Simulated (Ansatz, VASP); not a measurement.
## One calculation of AlCo, two programs

```
Al Co
1.0
     2.85206    0.00000    0.00000
     0.00000    2.85206    0.00000
     0.00000    0.00000    2.85206
Al Co
1 1
Direct
  0.50000 0.50000 0.50000
  0.00000 0.00000 0.00000
```

Change from the starting cell: the structure that the rattled rock salt type (Fm-3m, No. 225) fell into.

Alike in both runs: functional PBE; k mesh 20 × 20 × 20; occupations gaussian, width 0.1 eV; no spin polarisation.

Ansatz relaxed the structure, and its values are those at the end. VASP's run is a single point on that final structure, the one shown.

```csv
,VASP,Ansatz
version,VASP 6.6.1,Ansatz 0.2.0
potentials or method,"VASP PAW PBE potentials, release 64 (Al, Co), cutoff 520 eV","scalar-relativistic, plane waves, PAW"
valence electrons in the cell,12,20
```

```tsv
	VASP	Ansatz	Ansatz less VASP
gap on the k mesh at the Fermi level (eV)	none	none	-
pressure (GPa)	0.0	0.0	+0.01
```

A gap of «none» marks a metal or a gap that the smearing closes. VASP's potentials hold 12 valence electrons a cell and Ansatz's 20, so a difference there can come from the potentials and not from the codes.
